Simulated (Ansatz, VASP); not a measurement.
## HgTe: VASP beside Ansatz

Contents of INCAR:

```
ALGO = Normal ; EDIFF = 1E-7
ENCUT = 520 ; GGA = PE
ISIF = 2 ; ISMEAR = 0
LASPH = T ; LCHARG = F
LREAL = F ; LWAVE = F
NBANDS = 16 ; NELM = 100
PREC = Accurate ; SIGMA = 0.05
```

File KPOINTS:

```
k-points
0
Gamma
  6 6 6
```

File POSCAR:

```
HgTe
1.0
    0.0000000000      3.3259388563      3.3259388563
    3.3259388563      0.0000000000      3.3259388563
    3.3259388563      3.3259388563      0.0000000000
Hg Te
1 1
Direct
    0.0000000000      0.0000000000      0.0000000000
    0.2500000000      0.2500000000      0.2500000000
```

Input for Ansatz:

```yaml
crystal:
  lattice:
    - [0.0, 3.3259388563, 3.3259388563]
    - [3.3259388563, 0.0, 3.3259388563]
    - [3.3259388563, 3.3259388563, 0.0]
  atoms:
    - { symbol: Hg, position: [0.0, 0.0, 0.0] }
    - { symbol: Te, position: [0.25, 0.25, 0.25] }
basis:
  ecutwfc: 420
  ecutrho_ratio: 4
kpoints:
  mp_grid: { grid: [6, 6, 6] }
hamiltonian:
  xc: pbe
scf:
  occupations: { method: gaussian, width: 0.05 }
output:
  forces: true
  stress: true
  eigenvalues: true
```

Alike in both runs: task single point; functional PBE; k mesh 6 × 6 × 6; occupations gaussian, width 0.05 eV; no spin polarisation.

|  | VASP | Ansatz |
| --- | --- | --- |
| version | VASP 6.6.1 | Ansatz 0.2.0 |
| potentials or method | VASP PAW PBE potentials, release 64 (Hg, Te), cutoff 520 eV | scalar-relativistic, plane waves, PAW |
| valence electrons in the cell | 18 | 36 |

Ansatz gave:

```
gap on the k mesh at the Fermi level (eV) : none
pressure (GPa)                            : 0.0
```

Problem. Estimate VASP's values.

Solution. gap on the k mesh at the Fermi level (eV): none; pressure (GPa): 0.1.

A gap of «none» marks a metal or a gap that the smearing closes. The functional is the same, so the differences come from potentials, cutoffs and numerics. VASP's potentials hold 18 valence electrons a cell and Ansatz's 36, so a difference there can come from the potentials and not from the codes.

Spin-orbit coupling is off throughout.
